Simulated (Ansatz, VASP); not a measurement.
## Si2C in VASP and in Ansatz

```
CELL_PARAMETERS angstrom
0.00000 3.76449 3.76449
3.76449 0.00000 3.76449
3.76449 3.76449 0.00000
ATOMIC_POSITIONS crystal
Si 0.60934 0.17198 0.60934
Si 0.60934 0.60934 0.60934
Si 0.17198 0.60934 0.60934
Si 0.60934 0.60934 0.17198
C 0.00000 0.00000 0.00000
C 0.75000 0.75000 0.75000
```

Alike in both runs: task relaxation of cell and atoms; functional PBE; k mesh 10 × 10 × 10; occupations gaussian, width 0.1 eV; collinear spin.

|  | VASP | Ansatz |
| --- | --- | --- |
| version | VASP 6.6.1 | Ansatz 0.2.0 |
| potentials or method | VASP PAW PBE potentials, release 64 (Si, C), cutoff 600 eV | scalar-relativistic, plane waves, PAW |
| valence electrons in the cell | 24 | 24 |

Ansatz gave:

| Property | Result |
| --- | --- |
| gap on the k mesh at the Fermi level, each at its own relaxed structure (eV) | none |
| net moment per atom (μB) | 0.03 |
| size of the moment on the site where the two differ most (μB) | 0.32 |
| relaxed volume (Å³/atom) | 17.70 |
| relaxed length of the cell vector where the two differ most in proportion (Å) | 5.316 |

Q: What did VASP give for the same quantities?

A: gap on the k mesh at the Fermi level, each at its own relaxed structure (eV): none; net moment per atom (μB): 0.03; size of the moment on the site where the two differ most (μB): 0.17; relaxed volume (Å³/atom): 17.68; relaxed length of the cell vector where the two differ most in proportion (Å): 5.313.

Site moments also hang on the region over which each program counts them. A gap of «none» marks a metal or a gap that the smearing closes.
